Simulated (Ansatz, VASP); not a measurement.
Two plane-wave programs on SrAg4As2

Contents of INCAR:

```
SYSTEM = SrAg4As2
ALGO     = Normal         ! electronic algorithm
EDIFF    = 1E-6           ! SCF threshold, eV
ENCUT    = 520            ! plane-wave cutoff, eV
GGA      = PE             ! functional
ISIF     = 2              ! what is computed and relaxed
ISMEAR   = -1             ! smearing method
LASPH    = .TRUE.         ! aspherical terms in the spheres
LCHARG   = .FALSE.        ! write CHGCAR
LREAL    = .FALSE.        ! projectors in reciprocal space
LWAVE    = .FALSE.        ! write WAVECAR
NBANDS   = 41             ! bands
NELM     = 80             ! most SCF steps
PREC     = Accurate       ! precision mode
SIGMA    = 0.1            ! smearing width, eV
```

File KPOINTS:

```
k-points
0
G
  5 5 5
  0 0 0
```

The input POSCAR:

```
SrAg4As2
1.0
    2.2431440000      3.8852340000      0.0000000000
   -2.2431440000      3.8852340000      0.0000000000
    0.0000000000     -2.5901560000      8.3442280000
Sr As Ag
1 2 4
Direct
    0.0000000000      0.0000000000      0.0000000000
    0.2474000000      0.2474000000      0.7422000000
    0.7526000000      0.7526000000      0.2578000000
    0.1434000000      0.1434000000      0.4302000000
    0.8566000000      0.8566000000      0.5698000000
    0.4385000000      0.4385000000      0.3155000000
    0.5615000000      0.5615000000      0.6845000000
```

Input for Ansatz:

```yaml
crystal:
  lattice:
    - [2.243144, 3.885234, 0.0]
    - [-2.243144, 3.885234, 0.0]
    - [0.0, -2.590156, 8.344228]
  atoms:
    - { symbol: Sr, position: [0.0, 0.0, 0.0] }
    - { symbol: As, position: [0.2474, 0.2474, 0.7422] }
    - { symbol: As, position: [0.7526, 0.7526, 0.2578] }
    - { symbol: Ag, position: [0.1434, 0.1434, 0.4302] }
    - { symbol: Ag, position: [0.8566, 0.8566, 0.5698] }
    - { symbol: Ag, position: [0.4385, 0.4385, 0.3155] }
    - { symbol: Ag, position: [0.5615, 0.5615, 0.6845] }
  symmetry: { tolerance: 0.0003 }
kpoints:
  mp_grid: { grid: [5, 5, 5], shift: [0, 0, 0] }
magnetization:
  spin_polarized: false
scf:
  occupations: { method: fermi_dirac }
hamiltonian:
  pseudopotentials: { kind: paw }
  xc: pbe
basis:
  ecutwfc: 420
output:
  forces: true
  stress: true
  eigenvalues: true
```

Alike in both runs: task single point; functional PBE; k mesh 5 × 5 × 5; no spin polarisation.

```csv
,VASP,Ansatz
version,VASP 6.6.1,Ansatz 0.2.0
potentials or method,"VASP PAW PBE potentials, release 64 (Sr_sv, As, Ag), cutoff 520 eV",PAW plane waves
occupations,"fermi-dirac, width 0.1 eV",fermi-dirac
valence electrons in the cell,64,116
```

Ansatz gave:

* gap on the k mesh at the Fermi level (eV): none
* pressure (GPa): 6.0
* traceless stress, the component that is largest in VASP (GPa): -2.55
* rms of the force components (eV/Å): 0.455

Question: Estimate VASP's values.

Answer: gap on the k mesh at the Fermi level (eV): none; pressure (GPa): 6.0; traceless stress, the component that is largest in VASP (GPa): -2.51; rms of the force components (eV/Å): 0.453.

Atom by atom the forces differ by 0.003 eV/Å (rms over components). A gap of «none» marks a metal or a gap that the smearing closes. VASP's potentials hold 64 valence electrons a cell and Ansatz's 116, so a difference there can come from the potentials and not from the codes. Ansatz's warnings: structure snapped to symmetry.
